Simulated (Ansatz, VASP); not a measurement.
**Li8HF8: VASP beside Ansatz**

```
Li F H
1.0
    -4.06818    4.06818    0.00000
     0.00000    4.06818   -4.06818
    -4.06818    0.00000   -4.06818
Li F H
8 8 1
Direct
  0.99543 0.99400 0.49484
  0.99550 0.51248 0.49491
  0.99547 0.99404 0.01339
  0.00447 0.49724 0.99806
  0.51402 0.99403 0.49487
  0.49862 0.49724 0.50392
  0.49861 0.00314 0.99804
  0.49865 0.49725 0.99807
  0.25895 0.72214 0.75839
  0.25888 0.25752 0.75831
  0.24756 0.74957 0.25037
  0.25892 0.25757 0.22302
  0.75093 0.74956 0.74700
  0.72363 0.25755 0.75834
  0.75093 0.74957 0.25037
  0.75093 0.24621 0.25036
  0.12512 0.12351 0.62447
```

Alike in both runs: functional PBE; k mesh 2 × 2 × 2; occupations gaussian, width 0.02 eV; collinear spin.

Ansatz relaxed the structure, and its values are those at the end. VASP's run is a single point on that final structure, the one shown.

|  | VASP | Ansatz |
| --- | --- | --- |
| version | VASP 6.6.1 | Ansatz 0.2.0 |
| potentials or method | VASP PAW PBE potentials, release 64 (Li_sv, F, H), cutoff 520 eV | scalar-relativistic, plane waves, PAW |
| valence electrons in the cell | 81 | 81 |

|  | VASP | Ansatz | Ansatz less VASP |
| --- | --- | --- | --- |
| gap on the k mesh at the Fermi level (eV) | 1.59 | 1.60 | +0.006 |
| least direct gap on the mesh (eV) | 2.41 | 2.42 | +0.004 |
| rms of the force components (eV/Å) | 0.005 | 0.001 | -0.0035 |
| net moment per atom (μB) | 0.06 | 0.06 | 0.000 |
| size of the moment on the site where the two differ most (μB) | 0.35 | 0.53 | +0.177 |

Site moments also hang on the region over which each program counts them. With one functional, cell and mesh, what is left measures potentials, basis and numerics.

The k mesh is coarse, so the values compare programs but aren't converged. Noted on VASP's run: the cutoff is under 1.25 times that of the potentials, so the pressure is a little rough.
